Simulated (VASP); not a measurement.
Sn:

```xyz
2
Lattice="-2.9401 2.9401 1.5993 2.9401 -2.9401 1.5993 2.9401 2.9401 -1.5993" Properties=species:S:1:pos:R:3 pbc="T T T"
Sn    0.0000    0.0000    0.0000
Sn    0.0000    2.9401    0.7997
```

* Program: VASP 6.6.1
* Task: relaxation of cell and atoms
* Functional: BLYP
* Potentials or basis: VASP PAW PBE potentials, release 64 (Sn_d)
* Cutoff: 600 eV
* k mesh: 9 × 9 × 9
* Occupations: fermi-dirac, width 0.05 eV
* Spin: no spin polarisation

At the start: pressure 5.8 GPa; volume 27.65 Å³/atom.

**Question.** How do energy, volume and symmetry change on relaxing?

**Answer.** Over 3 steps the energy falls by 56.4 meV/atom and the volume is 31.14 Å³/atom (+12.6 %); space group I4_1/amd (No. 141, to 0.1 Å) before and after.

Step by step:
```tsv
step	energy change (eV)	largest force (eV/Å)	pressure (GPa)	volume (Å³)
1	0.0000	0.0000	5.77	55.30
2	-0.1097	0.0000	-0.72	63.66
3	-0.1128	0.0000	0.02	62.29
```

Final structure:
```
Sn
1.0
    -3.06242    3.06242    1.66043
     3.06242   -3.06242    1.66043
     3.06242    3.06242   -1.66043
Sn
2
Direct
  0.00000 0.00000 0.00000
  0.75000 0.25000 0.50000
```

Caveat: the PAW data sets were made with another functional, which shifts forces and pressure a little.
